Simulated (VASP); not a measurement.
# H2 in VASP: further runs, part 2 of 2

VASP 6.6.1.

### 3 Single point, PBE+D4

Input file INCAR:

```
SYSTEM = H
PREC = Accurate
ENCUT = 400
EDIFF = 1E-6
ISMEAR = 0
SIGMA = 0.02
LREAL = .False.
LASPH = .True.
NELM = 120
ALGO = Normal
ISIF = 2
LWAVE = .False.
LCHARG = .True.
GGA = PE
IVDW = 13
LELF = .True.
LVHAR = .True.
NBANDS = 8
GGA_COMPAT = .False.
NELMDL = -8
```

Input file KPOINTS:

```
regular mesh
0
Gamma
  1 1 1
  0 0 0
```

Input file POSCAR:

```
H
1.0
   10.0000000000      0.0000000000      0.0000000000
    0.0000000000     10.0000000000      0.0000000000
    0.0000000000      0.0000000000     10.0000000000
H
2
Direct
    0.5000000000      0.5000000000      0.4670000000
    0.5000000000      0.5000000000      0.5330000000
```

Potentials or basis: VASP PAW PBE potentials, release 64 (H).

The run is started by

```console
cat potpaw_PBE.64/H/POTCAR > POTCAR
mpirun -np 1 vasp_gam > vasp.out
```

OUTCAR:

```text
SYSTEM = H
   PREC = Accurate
   ENCUT = 400
   EDIFF = 1E-6
   ISMEAR = 0
   LREAL = .False.
   LASPH = .True.
   NELM = 120
   ISIF = 2
   GGA = PE
   IVDW = 13
   NELMDL = -8

 ion  position               nearest neighbor table
   1  0.500  0.500  0.467-   2 0.66
   2  0.500  0.500  0.533-   1 0.66

  LATTYP: Found a simple cubic cell.
 ALAT       =    10.0000000000

  Lattice vectors:

 A1 = (  10.0000000000,   0.0000000000,   0.0000000000)
 A2 = (   0.0000000000,  10.0000000000,   0.0000000000)
 A3 = (   0.0000000000,   0.0000000000,  10.0000000000)

Analysis of symmetry for initial positions (statically):
=====================================================================
 Subroutine PRICEL returns:
 Original cell was already a primitive cell.

 Routine SETGRP: Setting up the symmetry group for a
 simple cubic supercell.

 Subroutine GETGRP returns: Found 16 space group operations
 (whereof 16 operations were pure point group operations)
 out of a pool of 48 trial point group operations.

The static configuration has the point symmetry D_4h.

Analysis of symmetry for dynamics (positions and initial velocities):
=====================================================================
 Subroutine PRICEL returns:
 Original cell was already a primitive cell.

 Routine SETGRP: Setting up the symmetry group for a
 simple cubic supercell.

 Subroutine GETGRP returns: Found 16 space group operations
 (whereof 16 operations were pure point group operations)
 out of a pool of 48 trial point group operations.

The dynamic configuration has the point symmetry D_4h.

 Subroutine INISYM returns: Found 16 space group operations
 (whereof 16 operations are pure point group operations),
 and found     1 'primitive' translations

----------------------------------------------------------------------------------------

                                     Primitive cell

  volume of cell :    1000.0000

  direct lattice vectors                    reciprocal lattice vectors
    10.000000000  0.000000000  0.000000000     0.100000000  0.000000000  0.000000000
     0.000000000 10.000000000  0.000000000     0.000000000  0.100000000  0.000000000
     0.000000000  0.000000000 10.000000000     0.000000000  0.000000000  0.100000000

  length of vectors
    10.000000000 10.000000000 10.000000000     0.100000000  0.100000000  0.100000000

  position of ions in fractional coordinates (direct lattice)
     0.500000000  0.500000000  0.467000000
     0.500000000  0.500000000  0.533000000

  ion indices of the primitive-cell ions
   primitive index   ion index
                 1           1
                 2           2

----------------------------------------------------------------------------------------

 KPOINTS: regular mesh

Automatic generation of k-mesh.
 Grid dimensions read from file:
 generate k-points for:    1    1    1

 Generating k-lattice:

  Cartesian coordinates                     Fractional coordinates (reciprocal lattice)
     0.100000000  0.000000000  0.000000000     1.000000000  0.000000000  0.000000000
     0.000000000  0.100000000  0.000000000     0.000000000  1.000000000  0.000000000
     0.000000000  0.000000000  0.100000000     0.000000000  0.000000000  1.000000000

  Length of vectors
     0.100000000  0.100000000  0.100000000

  Shift w.r.t. Gamma in fractional coordinates (k-lattice)
     0.000000000  0.000000000  0.000000000

 Subroutine IBZKPT returns following result:
 ===========================================

 Found      1 irreducible k-points:

 Following reciprocal coordinates:
            Coordinates               Weight
  0.000000  0.000000  0.000000      1.000000
   k-points           NKPTS =      1   k-points in BZ     NKDIM =      1   number of bands    NBANDS=      8
   number of dos      NEDOS =    301   number of ions     NIONS =      2
   total plane-waves  NPLWV = 343000
   dimension x,y,z NGX =    70 NGY =   70 NGZ =   70
   dimension x,y,z NGXF=   140 NGYF=  140 NGZF=  140
   ions per type =               2
   NGX,Y,Z   is equivalent  to a cutoff of  11.64, 11.64, 11.64 a.u.
   NGXF,Y,Z  is equivalent  to a cutoff of  23.27, 23.27, 23.27 a.u.
 SYSTEM =  H
   PREC   = accura    normal or accurate (medium, high low for compatibility)
   ISTART =      0    job   : 0-new  1-cont  2-samecut
   ICHARG =      2    charge: 1-file 2-atom 10-const
   ISPIN  =      1    spin polarized calculation?
   LNONCOLLINEAR =      F non collinear calculations
   LSORBIT =      F    spin-orbit coupling
   LASPH  =      T    aspherical Exc in radial PAW
   ENCUT  =  400.0 eV  29.40 Ry    5.42 a.u.  16.31 16.31 16.31*2*pi/ulx,y,z
   NELM   =    120;   NELMIN=  2; NELMDL= -8     # of ELM steps
   EDIFF  = 0.1E-05   stopping-criterion for ELM
   LREAL  =      F    real-space projection
   EDIFFG = 0.1E-04   stopping-criterion for IOM
   NSW    =      0    number of steps for IOM
   IBRION =     -1    ionic relax: 0-MD 1-quasi-New 2-CG
   NFREE  =      0    steps in history (QN), initial steepest desc. (CG)
   ISIF   =      2    stress and relaxation
   ISYM   =      2    0-nonsym 1-usesym 2-fastsym
   POTIM  = 0.5000    time-step for ionic-motion
   TEBEG  =    0.0;   TEEND  =   0.0 temperature during run
   PSTRESS=    0.0 pullay stress
   NELECT =       2.0000    total number of electrons
   NUPDOWN=      -1.0000    fix difference up-down
   EMIN   =  10.00;   EMAX   =-10.00  energy-range for DOS
   EFERMI =   0.00;   METHOD = LEGACY
   ISMEAR =     0;   SIGMA  =   0.02  broadening in eV -4-tet -1-fermi 0-gaus
   EFERMI_NEDOS =   21; number of points for ismear=-14 and -15
   IALGO  =     38    algorithm
   IMIX   =      4    mixing-type and parameters
     AMIX     =   0.40;   BMIX     =  1.00
     AMIX_MAG =   1.60;   BMIX_MAG =  1.00
  volume/ion in A,a.u.               =     500.00      3374.17
  Fermi-wavevector in a.u.,A,eV,Ry     =   0.206261  0.389778  0.578844  0.042544
  Thomas-Fermi vector in A             =   0.968418
   LORBIT       =      0    0 simple, 1 ext, 2 COOP (PROOUT), +10 PAW based schemes
   GGA     = PE    functional components
   LHFCALC =     F    Hartree Fock is set to
   AEXX    =    0.0000 exact exchange contribution
   IVDW    =    13    specifies the selected vdW correction
   LEPSILON=     F    determine dielectric tensor
   LRPA    =     F    only Hartree local field effects (RPA)
 non-spin polarized calculation
 Gauss-broadening in eV      SIGMA  =   0.02
  energy-cutoff  :      400.00
  volume of cell :     1000.00
 maximum number of plane-waves:      9019
 NGX is ok and might be reduce to    70
   NGX = 33   NGY = 33   NGZ = 33

 number of electron       2.0000003 magnetization

 Free energy of the ion-electron system (eV)
  ---------------------------------------------------
  ext. energy  EPLUGINS =         0.00000000
  ---------------------------------------------------
  free energy    TOTEN  =        -6.58767982 eV

  energy without entropy =       -6.58767982  energy(sigma->0) =       -6.58767982

 E-fermi : -10.6517     XC(G=0):  -0.3638

 val. band max:      -10.7626242554   @ k =   0.0000   0.0000   0.0000
 cond. band min:      -0.1634865433   @ k =   0.0000   0.0000   0.0000
 fundamental gap:     10.5991377121
 Fermi energy:       -10.6517433609

 k-point     1 :       0.0000    0.0000    0.0000
  band No.  band energies     occupation
      1     -10.7626      2.00000
      2      -0.1635      0.00000
      3       0.6321      0.00000
      4       0.9948      0.00000
      5       0.9948      0.00000
      6       1.3526      0.00000
      7       1.3800      0.00000
      8       1.3887      0.00000

------------------------ aborting loop because EDIFF is reached ----------------------------------------

  DFT-D4 for vdW energy calculation

  Edisp (eV):   -0.00204

  FORCE on cell =-STRESS in cart. coord.  units (eV):
  Direction    XX          YY          ZZ          XY          YZ          ZX
  --------------------------------------------------------------------------------------
  -------------------------------------------------------------------------------------
  Total      -0.13345    -0.13345     2.65322     0.00000     0.00000     0.00000
  in kB      -0.21382    -0.21382     4.25093     0.00000     0.00000     0.00000
  external pressure =        1.27 kB  Pullay stress =        0.00 kB

 VOLUME and BASIS-vectors are now :
 -----------------------------------------------------------------------------
  energy-cutoff  :      400.00
  volume of cell :     1000.00
      direct lattice vectors                 reciprocal lattice vectors
    10.000000000  0.000000000  0.000000000     0.100000000  0.000000000  0.000000000
     0.000000000 10.000000000  0.000000000     0.000000000  0.100000000  0.000000000
     0.000000000  0.000000000 10.000000000     0.000000000  0.000000000  0.100000000

 POSITION                                       TOTAL-FORCE (eV/Angst)
 -----------------------------------------------------------------------------------
      5.00000      5.00000      4.67000         0.000000     -0.000000     -4.221183
      5.00000      5.00000      5.33000         0.000000      0.000000      4.221183
 -----------------------------------------------------------------------------------
    total drift:                                0.000000      0.000000      0.000000

  FREE ENERGIE OF THE ION-ELECTRON SYSTEM (eV)
  ---------------------------------------------------
  free  energy   TOTEN  =        -6.5897192045 eV

  energy  without entropy=       -6.5897192045  energy(sigma->0) =       -6.58971920
```

OSZICAR:

```text
N       E                     dE             d eps       ncg     rms          rms(c)
DAV:   1     0.601398740883E-01    0.60140E-01   -0.49262E+02    16   0.104E+02
DAV:   2    -0.744249389565E+01   -0.75026E+01   -0.75026E+01    24   0.281E+01
DAV:   3    -0.749902488357E+01   -0.56531E-01   -0.56531E-01    24   0.444E+00
[... 13 lines left out ...]
DAV:  17    -0.658763351209E+01   -0.75710E-04   -0.68887E-06    16   0.732E-03    0.296E-03
DAV:  18    -0.658767336235E+01   -0.39850E-04   -0.30241E-06    16   0.453E-03    0.507E-04
DAV:  19    -0.658767702351E+01   -0.36612E-05   -0.53994E-08    16   0.847E-04    0.308E-04
DAV:  20    -0.658767960583E+01   -0.25823E-05   -0.77491E-08    16   0.749E-04    0.144E-04
DAV:  21    -0.658767981969E+01   -0.21386E-06   -0.13785E-09    16   0.122E-04
   1 F= -.65897192E+01 E0= -.65897192E+01  d E =-.505583E-15
```

stdout:

```text
POSCAR found type information on POSCAR H
 POSCAR found :  1 types and       2 ions
 scaLAPACK will be used
 LDA part: xc-table for (Slater+PW92), standard interpolation
 POSCAR, INCAR and KPOINTS ok, starting setup
 FFT: planning ... GRIDC
 FFT: planning ... GRID_SOFT
 FFT: planning ... GRID
 WAVECAR not read
 entering main loop
```

Wall time 38 s (1 thread of AMD EPYC 7R43 (Zen 3), shared host); peak memory 0.57 GiB.

Results:

```yaml
Free_energy: -6.5897 eV
Largest_force: 4.221 eV/Å
Gap_between_the_frontier_levels: 10.60 eV
Dispersion_energy_per_atom: -0.001 eV
```

Forces in eV/Å, atoms in the order of the input:
```
H    0.000  0.000 -4.221
H    0.000  0.000  4.221
```

### 4 Single point, PBE+D4

Input file INCAR:

```
SYSTEM = H
ALGO = Normal ; EDIFF = 1E-6
ENCUT = 400 ; GGA = PE
GGA_COMPAT = .FALSE. ; ISIF = 2
ISMEAR = 0 ; IVDW = 13
LASPH = .TRUE. ; LCHARG = .TRUE.
LELF = .TRUE. ; LREAL = .FALSE.
LVHAR = .TRUE. ; LWAVE = .FALSE.
NBANDS = 8 ; NELM = 120
NELMDL = -8 ; PREC = Accurate
SIGMA = 0.02
```

Input file KPOINTS:

```
k-points
0
G
  1 1 1
  0 0 0
```

Input file POSCAR:

```
H
1.0
   10.0000000000      0.0000000000      0.0000000000
    0.0000000000     10.0000000000      0.0000000000
    0.0000000000      0.0000000000     10.0000000000
H
2
Direct
    0.5000000000      0.5000000000      0.4650000000
    0.5000000000      0.5000000000      0.5350000000
```

The run is started by

```console
cat potpaw_PBE.64/H/POTCAR > POTCAR
mpirun -np 1 vasp_gam > vasp.out
```

Run time: 36 s. Hardware: 1 thread of AMD EPYC 7R43 (Zen 3), shared host; peak memory 0.58 GiB.

It converged, with:

* Free energy: -6.7129 eV
* Largest force: 2.038 eV/Å
* Gap between the frontier levels: 10.38 eV
* Dispersion energy per atom: -0.001 eV

Forces on the atoms (eV/Å):
```
H    0.000  0.000 -2.038
H    0.000  0.000  2.038
```

Levels at points of the mesh, in eV from the valence-band top:
| k point | band 1 | band 2 | band 3 | band 4 | band 5 | band 6 |
| --- | --- | --- | --- | --- | --- | --- |
| (0.00, 0.00, 0.00) | 0.00 | 10.38 | 11.08 | 11.53 | 11.53 | 11.90 |

### 5 The runs side by side

```csv
cell,gap on the mesh (eV),largest force (eV/Å)
"as given, atomic positions A",10.83,7.11
"as given, atomic positions B",10.60,4.22
"as given, atomic positions C",10.38,2.04
```

Alike in all rows: task single point; level PBE+D4; potentials or basis VASP PAW PBE potentials, release 64 (H); no spin polarisation; k mesh 1 × 1 × 1; cutoff (eV) 400; smearing gaussian 0.02 eV.

Total energies depend on the potentials used, so only differences within one code and one set of settings carry meaning.
